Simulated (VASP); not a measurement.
# Zr in VASP: further runs

The runs below take Zr through electric field gradients, with LDA.

Everything below comes from runs of VASP 6.6.1. Logs are shortened: lines on timing, memory, paths and dates and some standing lists are left out, and cuts for length are marked.

**1. The cell of the first run**

The typed cell holds 2 atoms: a = 3.232 Å, b = 3.204 Å, c = 5.148 Å, α = 89.57°, β = 88.85°, γ = 119.13°.

**2. Electric field gradients, LDA (equal xy, yz and zx shear strains of +2 %)**

File INCAR:

```
SYSTEM = Zr
ALGO = Normal ; EDIFF = 1E-8
ENCUT = 520 ; ISIF = 2
ISMEAR = -1 ; LASPH = .TRUE.
LCHARG = .FALSE. ; LEFG = .TRUE.
LREAL = .FALSE. ; LWAVE = .FALSE.
NBANDS = 19 ; NELM = 60
PREC = Accurate ; SIGMA = 0.03
```

File KPOINTS:

```
k-points
0
G
  13 13 7
  0 0 0
```

File POSCAR:

```
Zr
1.0
    3.2319982225      0.0323199822      0.0323199822
   -1.5880091855      2.7828325745      0.0118299345
    0.0514700000      0.0514700000      5.1470000000
Zr
2
Direct
    0.3333333333      0.6666666667      0.2500000000
    0.6666666667      0.3333333333      0.7500000000
```

Potentials or basis: VASP PAW LDA potentials, release 64 (Zr_sv).

Run with:

```sh
cat potpaw_LDA.64/Zr_sv/POTCAR > POTCAR
mpirun -np 1 vasp_std > vasp.out
```

OUTCAR:

```text
SYSTEM = Zr
   EDIFF = 1E-8
   ENCUT = 520
   ISIF = 2
   ISMEAR = -1
   LASPH = .TRUE.
   LREAL = .FALSE.
   NELM = 60
   PREC = Accurate

 ion  position               nearest neighbor table
   1  0.333  0.667  0.250-   2 3.15   2 3.15   2 3.16   2 3.18   2 3.21   2 3.23
   2  0.667  0.333  0.750-   1 3.15   1 3.15   1 3.16   1 3.18   1 3.21   1 3.23

  LATTYP: Found a triclinic cell.
 ALAT       =     3.2603271441
 B/A-ratio  =     0.9827452114
 C/A-ratio  =     1.5788337939
 COS(alpha) =     0.0074204947
 COS(beta)  =     0.0272158148
 COS(gamma) =     0.5000757388

  Lattice vectors:

 A1 = (   1.6439890370,   2.8151525567,   0.0441499167)
 A2 = (  -1.5880091855,   2.7828325745,   0.0118299345)
 A3 = (   0.0514700000,   0.0514700000,   5.1470000000)

Analysis of symmetry for initial positions (statically):
=====================================================================
 Subroutine PRICEL returns:
 Original cell was already a primitive cell.

 Routine SETGRP: Setting up the symmetry group for a
 triclinic supercell.

 Subroutine GETGRP returns: Found  2 space group operations
 (whereof  2 operations were pure point group operations)
 out of a pool of  2 trial point group operations.

The static configuration has the point symmetry S_2 .

Analysis of symmetry for dynamics (positions and initial velocities):
=====================================================================
 Subroutine PRICEL returns:
 Original cell was already a primitive cell.

 Routine SETGRP: Setting up the symmetry group for a
 triclinic supercell.

 Subroutine GETGRP returns: Found  2 space group operations
 (whereof  2 operations were pure point group operations)
 out of a pool of  2 trial point group operations.

The dynamic configuration has the point symmetry S_2 .

 Subroutine INISYM returns: Found  2 space group operations
 (whereof  2 operations are pure point group operations),
 and found     1 'primitive' translations

----------------------------------------------------------------------------------------

                                     Primitive cell

  volume of cell :      46.5476

  direct lattice vectors                    reciprocal lattice vectors
     3.231998223  0.032319982  0.032319982     0.307698371  0.175607048 -0.004833054
    -1.588009186  2.782832574  0.011829935    -0.003538041  0.357342164 -0.003538041
     0.051470000  0.051470000  5.147000000    -0.001924024 -0.001924024  0.194326415

  length of vectors
     3.232321406  3.204070888  5.147514674     0.354315511  0.357377192  0.194345464

  position of ions in fractional coordinates (direct lattice)
     0.333333333  0.666666667  0.250000000
     0.666666667  0.333333333  0.750000000

  ion indices of the primitive-cell ions
   primitive index   ion index
                 1           1
                 2           2

----------------------------------------------------------------------------------------

 KPOINTS: k-points

Automatic generation of k-mesh.
 Grid dimensions read from file:
 generate k-points for:   13   13    7

 Generating k-lattice:

  Cartesian coordinates                     Fractional coordinates (reciprocal lattice)
     0.023669105  0.013508234 -0.000371773     0.076923077 -0.000000000  0.000000000
    -0.000272157  0.027487859 -0.000272157     0.000000000  0.076923077  0.000000000
    -0.000274861 -0.000274861  0.027760916     0.000000000  0.000000000  0.142857143

  Length of vectors
     0.027255039  0.027490553  0.027763638

  Shift w.r.t. Gamma in fractional coordinates (k-lattice)
     0.000000000  0.000000000  0.000000000

 Subroutine IBZKPT returns following result:
 ===========================================

 Found    592 irreducible k-points:

 Following reciprocal coordinates:
            Coordinates               Weight
  0.000000  0.000000  0.000000      1.000000
  0.076923  0.000000  0.000000      2.000000
  0.153846  0.000000  0.000000      2.000000
  0.230769  0.000000  0.000000      2.000000
  0.307692  0.000000  0.000000      2.000000
  0.384615  0.000000  0.000000      2.000000
[... 16 lines left out ...]
  0.153846  0.153846  0.000000      2.000000
  0.230769  0.153846  0.000000      2.000000
 [... further k-points ...]
   k-points           NKPTS =    592   k-points in BZ     NKDIM =    592   number of bands    NBANDS=     19
   number of dos      NEDOS =    301   number of ions     NIONS =      2
   total plane-waves  NPLWV =  23040
   dimension x,y,z NGX =    24 NGY =   24 NGZ =   40
   dimension x,y,z NGXF=    48 NGYF=   48 NGZF=   80
   ions per type =               2
   NGX,Y,Z   is equivalent  to a cutoff of  12.34, 12.45, 12.92 a.u.
   NGXF,Y,Z  is equivalent  to a cutoff of  24.69, 24.91, 25.84 a.u.
 SYSTEM =  Zr
   PREC   = accura    normal or accurate (medium, high low for compatibility)
   ISTART =      0    job   : 0-new  1-cont  2-samecut
   ICHARG =      2    charge: 1-file 2-atom 10-const
   ISPIN  =      1    spin polarized calculation?
   LNONCOLLINEAR =      F non collinear calculations
   LSORBIT =      F    spin-orbit coupling
   LASPH  =      T    aspherical Exc in radial PAW
   ENCUT  =  520.0 eV  38.22 Ry    6.18 a.u.   6.01  5.96  9.57*2*pi/ulx,y,z
   NELM   =     60;   NELMIN=  2; NELMDL= -5     # of ELM steps
   EDIFF  = 0.1E-07   stopping-criterion for ELM
   LREAL  =      F    real-space projection
   EDIFFG = 0.1E-06   stopping-criterion for IOM
   NSW    =      0    number of steps for IOM
   IBRION =     -1    ionic relax: 0-MD 1-quasi-New 2-CG
   NFREE  =      0    steps in history (QN), initial steepest desc. (CG)
   ISIF   =      2    stress and relaxation
   ISYM   =      2    0-nonsym 1-usesym 2-fastsym
   POTIM  = 0.5000    time-step for ionic-motion
   TEBEG  =    0.0;   TEEND  =   0.0 temperature during run
   PSTRESS=    0.0 pullay stress
   NELECT =      24.0000    total number of electrons
   NUPDOWN=      -1.0000    fix difference up-down
   EMIN   =  10.00;   EMAX   =-10.00  energy-range for DOS
   EFERMI =   0.00;   METHOD = LEGACY
   ISMEAR =    -1;   SIGMA  =   0.03  broadening in eV -4-tet -1-fermi 0-gaus
   EFERMI_NEDOS =   21; number of points for ismear=-14 and -15
   IALGO  =     38    algorithm
   IMIX   =      4    mixing-type and parameters
     AMIX     =   0.40;   BMIX     =  1.00
     AMIX_MAG =   1.60;   BMIX_MAG =  1.00
  volume/ion in A,a.u.               =      23.27       157.06
  Fermi-wavevector in a.u.,A,eV,Ry     =   1.312742  2.480723 23.446805  1.723292
  Thomas-Fermi vector in A             =   2.443113
   LORBIT       =      0    0 simple, 1 ext, 2 COOP (PROOUT), +10 PAW based schemes
   GGA     = CA    functional components
   LHFCALC =     F    Hartree Fock is set to
   AEXX    =    0.0000 exact exchange contribution
   IVDW    =     0    specifies the selected vdW correction
   LEPSILON=     F    determine dielectric tensor
   LRPA    =     F    only Hartree local field effects (RPA)
 non-spin polarized calculation
  energy-cutoff  :      520.00
  volume of cell :       46.55
 maximum number of plane-waves:      1274
   NGX = 13   NGY = 11   NGZ = 19

 number of electron      24.0000000 magnetization

 Free energy of the ion-electron system (eV)
  ---------------------------------------------------
  ext. energy  EPLUGINS =         0.00000000
  ---------------------------------------------------
  free energy    TOTEN  =       -18.52404563 eV

  energy without entropy =      -18.51716784  energy(sigma->0) =      -18.52060674

 E-fermi :   8.8070     XC(G=0): -11.2959

 val. band max:        8.8060027660   @ k =   0.0000  -0.1538   0.2857
 cond. band min:       8.8088017788   @ k =   0.0000  -0.0000   0.4286
 fundamental gap:      0.0027990128
 Fermi energy:         8.8070231458

 k-point     1 :       0.0000    0.0000    0.0000
  band No.  band energies     occupation
      1     -39.7637      2.00000
      2     -39.6040      2.00000
      3     -18.4452      2.00000
      4     -17.5670      2.00000
      5     -17.5441      2.00000
      6     -17.4317      2.00000
[... 11 lines left out ...]
     18      10.9336      0.00000
     19      13.1387      0.00000

 k-point     2 :       0.0769    0.0000    0.0000
  band No.  band energies     occupation
      1     -39.7571      2.00000
      2     -39.6013      2.00000
      3     -18.4272      2.00000
      4     -17.6057      2.00000
      5     -17.5576      2.00000
      6     -17.4668      2.00000
[... 476 lines left out ...]
 k-point    24 :       0.2308    0.1538    0.0000
  band No.  band energies     occupation
      1     -39.6668      2.00000
      2     -39.5750      2.00000
      3     -18.1577      2.00000
      4     -18.0071      2.00000
      5     -17.9377      2.00000
      6     -17.7174      2.00000
[... 11 lines left out ...]
     18      13.1819      0.00000
     19      13.7263      0.00000

 [... further k-points ...]
[... 5 lines left out ...]
  --------------------------------------------------------------------------------------
  -------------------------------------------------------------------------------------
  Total       -1.8302348     -1.8068262     -1.6226490     -0.2157574     -0.0906951     -0.0927561
  in kB      -62.9969921    -62.1912618    -55.8518534     -7.4264052     -3.1217391     -3.1926796
  external PRESSURE =     -60.3467024 kB  Pullay stress =       0.0000000 kB

 VOLUME and BASIS-vectors are now :
 -----------------------------------------------------------------------------
  energy-cutoff  :      520.00
  volume of cell :       46.55
      direct lattice vectors                 reciprocal lattice vectors
     3.231998223  0.032319982  0.032319982     0.307698371  0.175607048 -0.004833054
    -1.588009186  2.782832574  0.011829935    -0.003538041  0.357342164 -0.003538041
     0.051470000  0.051470000  5.147000000    -0.001924024 -0.001924024  0.194326415

 POSITION                                       TOTAL-FORCE (eV/Angst)
 -----------------------------------------------------------------------------------
      0.03153      1.87886      1.30541        -0.029925      0.002283      0.002735
      1.66393      0.98776      3.88574         0.029925     -0.002283     -0.002735
 -----------------------------------------------------------------------------------
    total drift:                               -0.000000      0.000000     -0.000000

  FREE ENERGIE OF THE ION-ELECTRON SYSTEM (eV)
  ---------------------------------------------------
  free  energy   TOTEN  =       -18.5240456335 eV

  energy  without entropy=      -18.5171678432  energy(sigma->0) =      -18.52060674

 Electric field gradients (V/A^2)
---------------------------------------------------------------------
 ion       V_xx      V_yy      V_zz      V_xy      V_xz      V_yz
---------------------------------------------------------------------
   1     -21.022   -20.674    41.696    -2.722    -5.332    -5.381
   2     -21.022   -20.674    41.696    -2.722    -5.332    -5.381
---------------------------------------------------------------------

 Electric field gradients after diagonalization (V/A^2)
 (convention: |V_zz| > |V_xx| > |V_yy|)
----------------------------------------------------------------------
 ion       V_xx      V_yy      V_zz     asymmetry (V_yy - V_xx)/ V_zz
----------------------------------------------------------------------
   1     -24.442   -18.122    42.564       0.148
   2     -24.442   -18.122    42.564       0.148
----------------------------------------------------------------------

           NMR quadrupolar parameters

 Cq : quadrupolar parameter    Cq=e*Q*V_zz/h
 eta: asymmetry parameters     (V_yy - V_xx)/ V_zz
 Q  : nuclear electric quadrupole moment in mb (millibarn)
----------------------------------------------------------------------
 ion       Cq(MHz)       eta       Q (mb)
----------------------------------------------------------------------
   1       0.103       0.148       1.000
   2       0.103       0.148       1.000
----------------------------------------------------------------------
```

It took 4 min on 1 thread of Intel Xeon Platinum 8375C at 2.90GHz (Ice Lake), shared host; peak memory 0.48 GiB.

What came out:

```
Free energy            : -18.5240 eV
Pressure               : -6.0 GPa
Largest force          : 0.030 eV/Å
Band gap on the k mesh : zero (band 12 reaches 9.76 eV, above the bottom of band 13 at 8.53 eV)
```

Forces on the atoms (eV/Å):
```
Zr  -0.030  0.002  0.003
Zr   0.030 -0.002 -0.003
```

Stress tensor (GPa, compression positive):
```
-6.30 -0.74 -0.32
-0.74 -6.22 -0.31
-0.32 -0.31 -5.59
```

Electric field gradients, principal values (V/Å²):
```csv
atom,least,middle,greatest (by size)
1 Zr,-18.122,-24.442,42.564
2 Zr,-18.122,-24.442,42.564
```

Caveat: the cell differs from its parent crystal (equal xy, yz and zx shear strains of +2 %); without QUAD_EFG the Cq values of the log hold for a quadrupole moment of 1 mb, not for the nuclei.

**3. Electric field gradients, LDA (volume scaled by 1.06)**

File INCAR:

```
PREC = Accurate
ENCUT = 520
EDIFF = 1E-8
ISMEAR = -1
SIGMA = 0.03
LREAL = F
LASPH = T
NELM = 60
ALGO = Normal
ISIF = 2
LWAVE = F
LCHARG = F
GGA = CA
LEFG = T
NBANDS = 19
```

File KPOINTS:

```
Automatic mesh
0
Gamma
  13 13 7
```

File POSCAR:

```
Zr
1.0
    3.2953868297      0.0000000000      0.0000000000
   -1.6476934148      2.8538887098      0.0000000000
    0.0000000000      0.0000000000      5.2479471970
Zr
2
Direct
    0.3333333333      0.6666666667      0.2500000000
    0.6666666667      0.3333333333      0.7500000000
```

Potentials or basis: VASP PAW LDA potentials, release 64 (Zr_sv).

Run with:

```sh
cat potpaw_LDA.64/Zr_sv/POTCAR > POTCAR
mpirun -np 1 vasp_std > vasp.out
```

OUTCAR:

```text
PREC = Accurate
   ENCUT = 520
   EDIFF = 1E-8
   ISMEAR = -1
   LREAL = F
   LASPH = T
   NELM = 60
   ISIF = 2
   GGA = CA

 ion  position               nearest neighbor table
   1  0.333  0.667  0.250-   2 3.24   2 3.24   2 3.24   2 3.24   2 3.24   2 3.24
   2  0.667  0.333  0.750-   1 3.24   1 3.24   1 3.24   1 3.24   1 3.24   1 3.24

  LATTYP: Found a hexagonal cell.
 ALAT       =     3.2953868297
 C/A-ratio  =     1.5925132521

  Lattice vectors:

[... 742 lines left out ...]

  FREE ENERGIE OF THE ION-ELECTRON SYSTEM (eV)
  ---------------------------------------------------
  free  energy   TOTEN  =       -18.3835014670 eV

  energy  without entropy=      -18.3762468155  energy(sigma->0) =      -18.37987414

 Electric field gradients (V/A^2)
---------------------------------------------------------------------
 ion       V_xx      V_yy      V_zz      V_xy      V_xz      V_yz
---------------------------------------------------------------------
   1     -17.275   -17.275    34.550     0.000     0.000    -0.000
   2     -17.275   -17.275    34.550     0.000    -0.000     0.000
---------------------------------------------------------------------

 Electric field gradients after diagonalization (V/A^2)
 (convention: |V_zz| > |V_xx| > |V_yy|)
----------------------------------------------------------------------
 ion       V_xx      V_yy      V_zz     asymmetry (V_yy - V_xx)/ V_zz
----------------------------------------------------------------------
   1     -17.275   -17.275    34.550       0.000
   2     -17.275   -17.275    34.550       0.000
----------------------------------------------------------------------

           NMR quadrupolar parameters

 Cq : quadrupolar parameter    Cq=e*Q*V_zz/h
 eta: asymmetry parameters     (V_yy - V_xx)/ V_zz
 Q  : nuclear electric quadrupole moment in mb (millibarn)
----------------------------------------------------------------------
 ion       Cq(MHz)       eta       Q (mb)
----------------------------------------------------------------------
   1       0.084       0.000       1.000
   2       0.084       0.000       1.000
----------------------------------------------------------------------
```

stdout:

```text
POSCAR found type information on POSCAR Zr
 POSCAR found :  1 types and       2 ions
 scaLAPACK will be used
 LDA part: xc-table for (Slater(with rela. corr.)+CA(PZ))
 , standard interpolation
 POSCAR, INCAR and KPOINTS ok, starting setup
 FFT: planning ... GRIDC
 FFT: planning ... GRID_SOFT
 FFT: planning ... GRID
 WAVECAR not read
 entering main loop
ion   1

ion   2
```

It took 44 s on 1 thread of Intel Xeon Platinum 8488C (Sapphire Rapids), shared host; peak memory 0.19 GiB.

Results:

| Property | Result |
| --- | --- |
| Free energy | -18.3835 eV |
| Pressure | -10.4 GPa |
| Band gap on the k mesh | zero (band 12 reaches 8.97 eV, above the bottom of band 13 at 7.92 eV) |

Stress tensor (GPa, compression positive):
```
-10.57   0.00   0.00
  0.00 -10.57   0.00
  0.00   0.00 -10.10
```

Levels at points of the mesh, in eV from the Fermi level:
| k point | band 10 | band 11 | band 12 | band 13 | band 14 | band 15 |
| --- | --- | --- | --- | --- | --- | --- |
| (0.00, 0.00, 0.00) | -2.90 | 0.79 | 0.79 | 0.93 | 1.03 | 1.43 |

Electric field gradients, principal values (V/Å²):
```csv
atom,least,middle,greatest (by size)
1 Zr,-17.275,-17.275,34.550
2 Zr,-17.275,-17.275,34.550
```

Caveat: without QUAD_EFG the Cq values of the log hold for a quadrupole moment of 1 mb, not for the nuclei.

(Continued in part 2 of 3.)
